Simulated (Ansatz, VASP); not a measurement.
**InP: VASP beside Ansatz**

```
In P
1.0
     0.00000    2.72857    2.72857
     2.72857    0.00000    2.72857
     2.72857    2.72857    0.00000
In P
1 1
Direct
  0.00000 0.00000 0.00000
  0.25000 0.25000 0.25000
```

Alike in both runs: task single point; functional PBEsol; k mesh 14 × 14 × 14; occupations gaussian, width 0.05 eV; no spin polarisation.

|  | VASP | Ansatz |
| --- | --- | --- |
| version | VASP 6.6.1 | Ansatz 0.2.0 |
| potentials or method | VASP PAW PBE potentials, release 64 (In_d, P), cutoff 520 eV | scalar-relativistic, plane waves, PAW |
| valence electrons in the cell | 18 | 18 |

```tsv
	VASP	Ansatz	Ansatz less VASP
gap on the k mesh at the Fermi level (eV)	1.19	1.19	+0.001
least direct gap on the mesh (eV)	1.71	1.71	-0.001
pressure (GPa)	24.6	24.7	+0.13
```

VASP's potentials were made for PBE, not for PBEsol.
